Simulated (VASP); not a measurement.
Here is a VASP 6.6.1 calculation.

File INCAR:

```
  PREC = Accurate
  ENCUT = 520
  EDIFF = 1E-6
  ISMEAR = -1
  SIGMA = 0.1
  LREAL = False
  LASPH = True
  NELM = 150
  ALGO = Normal
  ISIF = 2
  LWAVE = False
  LCHARG = False
  ISPIN = 2
  MAGMOM = 2 0
  LORBIT = 11
  LMAXMIX = 4
  LDAU = True
  LDAUTYPE = 2
  LDAUL = 2 2
  LDAUU = 5 5
  LDAUJ = 0 0
  LDAUPRINT = 1
  GGA = PS
  NBANDS = 20
```

Contents of KPOINTS:

```
Automatic mesh
0
Gamma
  14 14 14
```

POSCAR

```
CoPd
1.0
    1.3459330638      0.7770748167      4.2939193827
   -1.3459330638      0.7770748167      4.2939193827
    0.0000000000     -1.5541496334      4.2939193827
Co Pd
1 1
Direct
    0.0000000000      0.0000000000      0.0000000000
    0.5000000000      0.5000000000      0.5000000000
```

Potentials or basis: VASP PAW PBE potentials, release 64 (Co, Pd).

Launch:

```sh
$ cat potpaw_PBE.64/Co/POTCAR potpaw_PBE.64/Pd/POTCAR > POTCAR
$ mpirun -np 1 vasp_std > vasp.out
```

Problem. Estimate the pressure.

Solution. -6.5 GPa.

Problem. What does it give for the site moments?

Solution. Co +2.15; Pd +0.04 μB.

Problem. Predict the net moment.

Solution. 2.19 μB per cell.

Stress tensor (GPa, compression positive):
```
-7.34  0.00  0.00
 0.00 -7.34  0.00
 0.00  0.00 -4.92
```

Caveat: the cell stands under tension; the PAW data sets were made with another functional, which shifts forces and pressure a little; the U is typed as a test and isn't derived for this compound. The state reached can hang on the start; a lower one may exist.
